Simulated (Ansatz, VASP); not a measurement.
**FeSi: VASP beside Ansatz**

File POSCAR:

```
FeSi
1.0
    0.0000000000      2.5741573538      2.5741573538
    2.5741573538      0.0000000000      2.5741573538
    2.5741573538      2.5741573538      0.0000000000
Fe Si
1 1
Direct
    0.0000000000      0.0000000000      0.0000000000
    0.2500000000      0.2500000000      0.2500000000
```

INCAR.step1

```
PREC = Accurate
ENCUT = 520
ISMEAR = -1
SIGMA = 0.05
LREAL = F
LASPH = T
NELM = 150
ISPIN = 2
MAGMOM = 2.5 0
LMAXMIX = 4
NBANDS = 17
GGA = PE
ALGO = Normal
EDIFF = 1E-4
LWAVE = T
LCHARG = F
```

Contents of INCAR.step2:

```
PREC = Accurate
ENCUT = 520
EDIFF = 1E-7
ISMEAR = -1
SIGMA = 0.05
LREAL = F
LASPH = T
NELM = 150
ALGO = Normal
ISIF = 2
LWAVE = F
LCHARG = F
ISPIN = 2
MAGMOM = 2.5 0
LORBIT = 11
LMAXMIX = 4
METAGGA = R2SCAN
LMIXTAU = T
NBANDS = 17
ISTART = 1
```

File KPOINTS:

```
regular mesh
0
Gamma
  12 12 12
```

Input for Ansatz:

```yaml
crystal:
  lattice:
    - [0.0, 2.5741573538, 2.5741573538]
    - [2.5741573538, 0.0, 2.5741573538]
    - [2.5741573538, 2.5741573538, 0.0]
  atoms:
    - { symbol: Fe, position: [0.0, 0.0, 0.0], spin: 2.5 }
    - { symbol: Si, position: [0.25, 0.25, 0.25] }
magnetization:
  spin_polarized: true
kpoints:
  mp_grid: { grid: [12, 12, 12] }
scf:
  occupations: { method: fermi_dirac, width: 0.05 }
hamiltonian:
  xc: r2scan
  pseudopotentials: { kind: paw }
output:
  forces: true
  stress: true
  eigenvalues: true
  populations: true
```

Change from the starting cell: volume scaled by 0.9, PAW files.

Alike in both runs: task single point; functional r2SCAN; k mesh 12 × 12 × 12; occupations fermi-dirac, width 0.05 eV; collinear spin.

```csv
,VASP,Ansatz
version,VASP 6.6.1,Ansatz 0.2.0
potentials or method,"VASP PAW PBE potentials, release 64 (Fe, Si)","PAW with Ansatz's default frozen-core files, scalar-relativistic"
plane-wave cutoff (eV),520,500
valence electrons in the cell,12,20
```

|  | VASP | Ansatz | Ansatz less VASP |
| --- | --- | --- | --- |
| pressure (GPa) | 7.0 | 7.3 | +0.36 |
| net moment per atom (μB) | 0.94 | 0.95 | +0.016 |
| size of the moment on the site where the two differ most (μB) | 2.13 | 2.06 | -0.070 |

VASP's potentials were made for PBE, not for r2SCAN. Site moments also hang on the region over which each program counts them. VASP's potentials hold 12 valence electrons a cell and Ansatz's 20, so a difference there can come from the potentials and not from the codes. Ansatz's warnings: stability check not made.
